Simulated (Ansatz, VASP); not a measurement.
# One calculation of Si, two programs

The input INCAR:

```
SYSTEM = Si
PREC = Accurate
ENCUT = 500
EDIFF = 1E-7
ISMEAR = 0
SIGMA = 0.1
LREAL = .False.
LASPH = .True.
NELM = 120
ALGO = Normal
ISIF = 3
LWAVE = .False.
LCHARG = .False.
GGA = PS
IBRION = 2
NSW = 80
EDIFFG = -0.05
GGA_COMPAT = .False.
NELMIN = 4
```

Contents of KPOINTS:

```
Automatic mesh
0
Gamma
  10 10 10
  0 0 0
```

Contents of POSCAR:

```
Si
1.0
   -1.2548741841      1.2548741841      1.2548741841
    1.2548741841     -1.2548741841      1.2548741841
    1.2548741841      1.2548741841     -1.2548741841
Si
1
Direct
    0.0000000000      0.0000000000      0.0000000000
```

Input for Ansatz:

```yaml
crystal:
  lattice:
    - [-1.254874184, 1.254874184, 1.254874184]
    - [1.254874184, -1.254874184, 1.254874184]
    - [1.254874184, 1.254874184, -1.254874184]
  atoms:
    - { symbol: Si, position: [0.0, 0.0, 0.0] }
basis:
  ecutwfc: 420
kpoints:
  mp_grid: { grid: [10, 10, 10] }
hamiltonian:
  xc: pbesol
scf:
  occupations: { method: gaussian, width: 0.1 }
output:
  forces: true
  stress: true
  eigenvalues: true
relax:
  adjacent_minimum: "off"
  f_tol: 0.05
  max_steps: 60
  cell: { stress_tol: 0.5 }
```

Alike in both runs: task relaxation of cell and atoms; functional PBEsol; k mesh 10 × 10 × 10; occupations gaussian, width 0.1 eV; no spin polarisation.

|  | VASP | Ansatz |
| --- | --- | --- |
| version | VASP 6.6.1 | Ansatz 0.2.0 |
| potentials or method | VASP PAW PBE potentials, release 64 (Si), cutoff 500 eV | scalar-relativistic, plane waves, PAW |
| valence electrons in the cell | 4 | 4 |

|  | VASP | Ansatz | Ansatz less VASP |
| --- | --- | --- | --- |
| gap on the k mesh at the Fermi level, each at its own relaxed structure (eV) | none | none | - |
| relaxed volume (Å³/atom) | 14.23 | 14.23 | +0.003 |
| relaxed cell length with the largest relative difference (Å) | 2.644 | 2.644 | +0.0002 |

VASP's potentials were made for PBE, not for PBEsol. A gap of «none» marks a metal or a gap that the smearing closes.

Noted on VASP's run: the volume moved by over 15 % at a fixed basis, so the end points are rough.
